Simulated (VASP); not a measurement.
# KRu (I4/mmm) in VASP: single point with PBE

Aim: the single point of KRu with PBE.

Everything below comes from runs of VASP 6.6.1. Logs are shortened: lines on timing, memory, paths and dates and some standing lists are left out, and cuts for length are marked.

**1. The cell of the first run**

Symmetry: I4/mmm, No. 139, tetragonal system. The conventional cell has a = 4.414 Å, b = 4.414 Å, c = 5.510 Å, α = 90.00°, β = 90.00°, γ = 90.00°. Within 3.6 Å of K (site symmetry 4/mmm) lie 6 Ru at 2.76 to 3.12 Å. Ru (site symmetry 4/mmm) has 6 K at 2.76 to 3.12 Å within 3.6 Å.

**2. Single point, PBE**

File INCAR:

```
  PREC = Accurate
  ENCUT = 520
  EDIFF = 1E-6
  ISMEAR = 0
  SIGMA = 0.1
  LREAL = F
  LASPH = T
  NELM = 100
  ALGO = Normal
  ISIF = 2
  LWAVE = F
  LCHARG = F
  GGA = PE
  NBANDS = 18
```

File KPOINTS:

```
Automatic mesh
0
Gamma
  6 6 6
```

File POSCAR:

```
KRu
1.0
   -2.2069696800      2.2069696800      2.7552326700
    2.2069696800     -2.2069696800      2.7552326700
    2.2069696800      2.2069696800     -2.7552326700
K Ru
1 1
Direct
    0.5000000000      0.5000000000      0.0000000000
    0.0000000000      0.0000000000      0.0000000000
```

Potentials or basis: VASP PAW PBE potentials, release 64 (K_sv, Ru_pv).

Command:

```sh
$ cat potpaw_PBE.64/K_sv/POTCAR potpaw_PBE.64/Ru_pv/POTCAR > POTCAR
$ mpirun -np 1 vasp_std > vasp.out
```

OUTCAR:

```text
PREC = Accurate
   ENCUT = 520
   EDIFF = 1E-6
   ISMEAR = 0
   LREAL = F
   LASPH = T
   NELM = 100
   ISIF = 2
   GGA = PE

 ion  position               nearest neighbor table
   1  0.500  0.500  0.000-   2 2.76   2 2.76   2 3.12   2 3.12   2 3.12   2 3.12
   2  0.000  0.000  0.000-   1 2.76   1 2.76   1 3.12   1 3.12   1 3.12   1 3.12

  LATTYP: Found a body centered tetragonal cell.
 ALAT       =     4.4139393600
 C/A-ratio  =     1.2484234355

  Lattice vectors:

 A1 = (  -2.2069696800,   2.2069696800,   2.7552326700)
 A2 = (   2.2069696800,  -2.2069696800,   2.7552326700)
 A3 = (   2.2069696800,   2.2069696800,  -2.7552326700)

Analysis of symmetry for initial positions (statically):
=====================================================================
 Subroutine PRICEL returns:
 Original cell was already a primitive cell.

 Routine SETGRP: Setting up the symmetry group for a
 body centered tetragonal supercell.

 Subroutine GETGRP returns: Found 16 space group operations
 (whereof 16 operations were pure point group operations)
 out of a pool of 16 trial point group operations.

The static configuration has the point symmetry D_4h.

Analysis of symmetry for dynamics (positions and initial velocities):
=====================================================================
 Subroutine PRICEL returns:
 Original cell was already a primitive cell.

 Routine SETGRP: Setting up the symmetry group for a
 body centered tetragonal supercell.

 Subroutine GETGRP returns: Found 16 space group operations
 (whereof 16 operations were pure point group operations)
 out of a pool of 16 trial point group operations.

The dynamic configuration has the point symmetry D_4h.

 Subroutine INISYM returns: Found 16 space group operations
 (whereof 16 operations are pure point group operations),
 and found     1 'primitive' translations

----------------------------------------------------------------------------------------

                                     Primitive cell

  volume of cell :      53.6798

  direct lattice vectors                    reciprocal lattice vectors
    -2.206969680  2.206969680  2.755232670     0.000000000  0.226554993  0.181472877
     2.206969680 -2.206969680  2.755232670     0.226554993  0.000000000  0.181472877
     2.206969680  2.206969680 -2.755232670     0.226554993  0.226554993  0.000000000

  length of vectors
     4.163260429  4.163260429  4.163260429     0.290274990  0.290274990  0.320397143

  position of ions in fractional coordinates (direct lattice)
     0.500000000  0.500000000  0.000000000
     0.000000000  0.000000000  0.000000000

  ion indices of the primitive-cell ions
   primitive index   ion index
                 1           1
                 2           2

----------------------------------------------------------------------------------------

 KPOINTS: Automatic mesh

Automatic generation of k-mesh.
 Grid dimensions read from file:
 generate k-points for:    6    6    6

 Generating k-lattice:

  Cartesian coordinates                     Fractional coordinates (reciprocal lattice)
     0.000000000  0.037759165  0.030245480     0.166666667  0.000000000  0.000000000
     0.037759165  0.000000000  0.030245480     0.000000000  0.166666667  0.000000000
     0.037759165  0.037759165  0.000000000     0.000000000  0.000000000  0.166666667

  Length of vectors
     0.048379165  0.048379165  0.053399524

  Shift w.r.t. Gamma in fractional coordinates (k-lattice)
     0.000000000  0.000000000  0.000000000

 Subroutine IBZKPT returns following result:
 ===========================================

 Found     30 irreducible k-points:

 Following reciprocal coordinates:
            Coordinates               Weight
  0.000000  0.000000  0.000000      1.000000
  0.166667 -0.000000  0.000000      8.000000
  0.333333  0.000000  0.000000      8.000000
  0.500000 -0.000000  0.000000      4.000000
  0.166667  0.166667  0.000000      8.000000
  0.333333  0.166667  0.000000     16.000000
[... 16 lines left out ...]
 -0.333333 -0.333333  0.166667      8.000000
 -0.166667 -0.333333  0.166667      8.000000
 [... further k-points ...]
   k-points           NKPTS =     30   k-points in BZ     NKDIM =     30   number of bands    NBANDS=     18
   number of dos      NEDOS =    301   number of ions     NIONS =      2
   total plane-waves  NPLWV =  32768
   dimension x,y,z NGX =    32 NGY =   32 NGZ =   32
   dimension x,y,z NGXF=    64 NGYF=   64 NGZF=   64
   ions per type =               1   1
   NGX,Y,Z   is equivalent  to a cutoff of  12.78, 12.78, 12.78 a.u.
   NGXF,Y,Z  is equivalent  to a cutoff of  25.56, 25.56, 25.56 a.u.
 SYSTEM =  unknown system
   PREC   = accura    normal or accurate (medium, high low for compatibility)
   ISTART =      0    job   : 0-new  1-cont  2-samecut
   ICHARG =      2    charge: 1-file 2-atom 10-const
   ISPIN  =      1    spin polarized calculation?
   LNONCOLLINEAR =      F non collinear calculations
   LSORBIT =      F    spin-orbit coupling
   LASPH  =      T    aspherical Exc in radial PAW
   ENCUT  =  520.0 eV  38.22 Ry    6.18 a.u.   7.74  7.74  7.74*2*pi/ulx,y,z
   NELM   =    100;   NELMIN=  2; NELMDL= -5     # of ELM steps
   EDIFF  = 0.1E-05   stopping-criterion for ELM
   LREAL  =      F    real-space projection
   EDIFFG = 0.1E-04   stopping-criterion for IOM
   NSW    =      0    number of steps for IOM
   IBRION =     -1    ionic relax: 0-MD 1-quasi-New 2-CG
   NFREE  =      0    steps in history (QN), initial steepest desc. (CG)
   ISIF   =      2    stress and relaxation
   ISYM   =      2    0-nonsym 1-usesym 2-fastsym
   POTIM  = 0.5000    time-step for ionic-motion
   TEBEG  =    0.0;   TEEND  =   0.0 temperature during run
   PSTRESS=    0.0 pullay stress
   NELECT =      23.0000    total number of electrons
   NUPDOWN=      -1.0000    fix difference up-down
   EMIN   =  10.00;   EMAX   =-10.00  energy-range for DOS
   EFERMI =   0.00;   METHOD = LEGACY
   ISMEAR =     0;   SIGMA  =   0.10  broadening in eV -4-tet -1-fermi 0-gaus
   EFERMI_NEDOS =   21; number of points for ismear=-14 and -15
   IALGO  =     38    algorithm
   IMIX   =      4    mixing-type and parameters
     AMIX     =   0.40;   BMIX     =  1.00
     AMIX_MAG =   1.60;   BMIX_MAG =  1.00
  volume/ion in A,a.u.               =      26.84       181.12
  Fermi-wavevector in a.u.,A,eV,Ry     =   1.234186  2.332272 20.724583  1.523214
  Thomas-Fermi vector in A             =   2.368886
   LORBIT       =      0    0 simple, 1 ext, 2 COOP (PROOUT), +10 PAW based schemes
   GGA     = PE    functional components
   LHFCALC =     F    Hartree Fock is set to
   AEXX    =    0.0000 exact exchange contribution
   IVDW    =     0    specifies the selected vdW correction
   LEPSILON=     F    determine dielectric tensor
   LRPA    =     F    only Hartree local field effects (RPA)
 non-spin polarized calculation
 Gauss-broadening in eV      SIGMA  =   0.10
  energy-cutoff  :      520.00
  volume of cell :       53.68
 maximum number of plane-waves:      1458
   NGX = 15   NGY = 15   NGZ = 15

 number of electron      23.0000000 magnetization

 Free energy of the ion-electron system (eV)
  ---------------------------------------------------
  ext. energy  EPLUGINS =         0.00000000
  ---------------------------------------------------
  free energy    TOTEN  =        -4.85581752 eV

  energy without entropy =       -4.80713269  energy(sigma->0) =       -4.83147511

 E-fermi :   2.5420     XC(G=0):  -9.3377

 val. band max:        2.5410527611   @ k =  -0.3333   0.3333   0.3333
 cond. band min:       2.5449794893   @ k =   0.1667   0.1667   0.1667
 fundamental gap:      0.0039267282
 Fermi energy:         2.5419723803

 k-point     1 :       0.0000    0.0000    0.0000
  band No.  band energies     occupation
      1     -38.5485      2.00000
      2     -38.4981      2.00000
      3     -38.4981      2.00000
      4     -27.0194      2.00000
      5     -10.6358      2.00000
      6     -10.4533      2.00000
[... 10 lines left out ...]
     17      11.5053      0.00000
     18      11.5682      0.00000

 k-point     2 :       0.1667   -0.0000    0.0000
  band No.  band energies     occupation
      1     -38.5495      2.00000
      2     -38.4989      2.00000
      3     -38.4985      2.00000
      4     -27.0115      2.00000
      5     -10.6999      2.00000
      6     -10.4960      2.00000
[... 10 lines left out ...]
     17      10.9066      0.00000
     18      10.9405      0.00000

 k-point     3 :       0.3333    0.0000    0.0000
  band No.  band energies     occupation
      1     -38.5514      2.00000
      2     -38.5005      2.00000
      3     -38.4993      2.00000
      4     -26.9957      2.00000
      5     -10.8412      2.00000
      6     -10.5600      2.00000
[... 10 lines left out ...]
     17      10.7260      0.00000
     18      11.1504      0.00000

 k-point     4 :       0.5000   -0.0000    0.0000
  band No.  band energies     occupation
      1     -38.5524      2.00000
      2     -38.5012      2.00000
      3     -38.4996      2.00000
      4     -26.9877      2.00000
      5     -10.9133      2.00000
      6     -10.5866      2.00000
[... 10 lines left out ...]
     17      10.7914      0.00000
     18      11.3606      0.00000

 k-point     5 :       0.1667    0.1667    0.0000
  band No.  band energies     occupation
      1     -38.5510      2.00000
      2     -38.4997      2.00000
      3     -38.4992      2.00000
      4     -26.9994      2.00000
      5     -10.8136      2.00000
      6     -10.5325      2.00000
[... 10 lines left out ...]
     17      10.2084      0.00000
     18      11.4943      0.00000

 k-point     6 :       0.3333    0.1667    0.0000
  band No.  band energies     occupation
      1     -38.5523      2.00000
      2     -38.5008      2.00000
      3     -38.5000      2.00000
      4     -26.9886      2.00000
      5     -10.8936      2.00000
      6     -10.5745      2.00000
[... 10 lines left out ...]
     17      10.5242      0.00000
     18      11.3776      0.00000

 k-point     7 :       0.5000    0.1667    0.0000
  band No.  band energies     occupation
      1     -38.5521      2.00000
      2     -38.5014      2.00000
      3     -38.4998      2.00000
      4     -26.9899      2.00000
      5     -10.8634      2.00000
      6     -10.6024      2.00000
[... 10 lines left out ...]
     17      10.9802      0.00000
     18      11.0511      0.00000

 k-point     8 :      -0.3333    0.1667    0.0000
  band No.  band energies     occupation
      1     -38.5505      2.00000
      2     -38.5008      2.00000
      3     -38.4989      2.00000
      4     -27.0021      2.00000
      5     -10.7449      2.00000
      6     -10.5877      2.00000
[... 10 lines left out ...]
     17      10.3936      0.00000
     18      11.5867      0.00000
[... 229 lines left out ...]
     17      10.8549      0.00000
     18      10.9119      0.00000

 k-point    20 :       0.5000    0.5000    0.1667
  band No.  band energies     occupation
      1     -38.5520      2.00000
      2     -38.5028      2.00000
      3     -38.4997      2.00000
      4     -26.9937      2.00000
      5     -10.7600      2.00000
      6     -10.6592      2.00000
[... 10 lines left out ...]
     17      10.7717      0.00000
     18      11.1424      0.00000

 k-point    21 :      -0.3333    0.5000    0.1667
  band No.  band energies     occupation
      1     -38.5526      2.00000
      2     -38.5020      2.00000
      3     -38.5002      2.00000
      4     -26.9904      2.00000
      5     -10.8205      2.00000
      6     -10.6243      2.00000
[... 10 lines left out ...]
     17      10.4603      0.00000
     18      11.1986      0.00000

 k-point    22 :      -0.1667    0.5000    0.1667
  band No.  band energies     occupation
      1     -38.5528      2.00000
      2     -38.5013      2.00000
      3     -38.5001      2.00000
      4     -26.9879      2.00000
      5     -10.8907      2.00000
      6     -10.5920      2.00000
[... 10 lines left out ...]
     17      10.3049      0.00000
     18      11.5130      0.00000

 k-point    23 :      -0.3333   -0.3333    0.1667
  band No.  band energies     occupation
      1     -38.5532      2.00000
      2     -38.5010      2.00000
      3     -38.5005      2.00000
      4     -26.9877      2.00000
      5     -10.8898      2.00000
      6     -10.5729      2.00000
[... 10 lines left out ...]
     17       9.8103      0.00000
     18      11.5589      0.00000

 k-point    24 :      -0.1667   -0.3333    0.1667
  band No.  band energies     occupation
      1     -38.5523      2.00000
      2     -38.5001      2.00000
      3     -38.4997      2.00000
      4     -26.9921      2.00000
      5     -10.8827      2.00000
      6     -10.5385      2.00000
[... 10 lines left out ...]
     17       9.6270      0.00000
     18      11.6453      0.00000

 [... further k-points ...]
[... 5 lines left out ...]
  --------------------------------------------------------------------------------------
  -------------------------------------------------------------------------------------
  Total       -0.1759774     -0.1759774      2.1782163      0.0000000     -0.0000000      0.0000000
  in kB       -5.2523849     -5.2523849     65.0130563      0.0000000     -0.0000000      0.0000000
  external PRESSURE =      18.1694288 kB  Pullay stress =       0.0000000 kB

 VOLUME and BASIS-vectors are now :
 -----------------------------------------------------------------------------
  energy-cutoff  :      520.00
  volume of cell :       53.68
      direct lattice vectors                 reciprocal lattice vectors
    -2.206969680  2.206969680  2.755232670     0.000000000  0.226554993  0.181472877
     2.206969680 -2.206969680  2.755232670     0.226554993  0.000000000  0.181472877
     2.206969680  2.206969680 -2.755232670     0.226554993  0.226554993  0.000000000

 POSITION                                       TOTAL-FORCE (eV/Angst)
 -----------------------------------------------------------------------------------
      0.00000      0.00000      2.75523        -0.000000     -0.000000     -0.000000
      0.00000      0.00000      0.00000         0.000000      0.000000      0.000000
 -----------------------------------------------------------------------------------
    total drift:                               -0.000000      0.000000     -0.000000

  FREE ENERGIE OF THE ION-ELECTRON SYSTEM (eV)
  ---------------------------------------------------
  free  energy   TOTEN  =        -4.8558175224 eV

  energy  without entropy=       -4.8071326941  energy(sigma->0) =       -4.83147511
```

It took 11 s on 1 thread of Intel Xeon 6975P-C (Granite Rapids), shared host; peak memory 0.18 GiB.

What came out:

```yaml
Free_energy: -4.8558 eV
Pressure: 1.8 GPa
```

Stress tensor (GPa, compression positive):
```
-0.53  0.00  0.00
 0.00 -0.53  0.00
 0.00  0.00  6.50
```
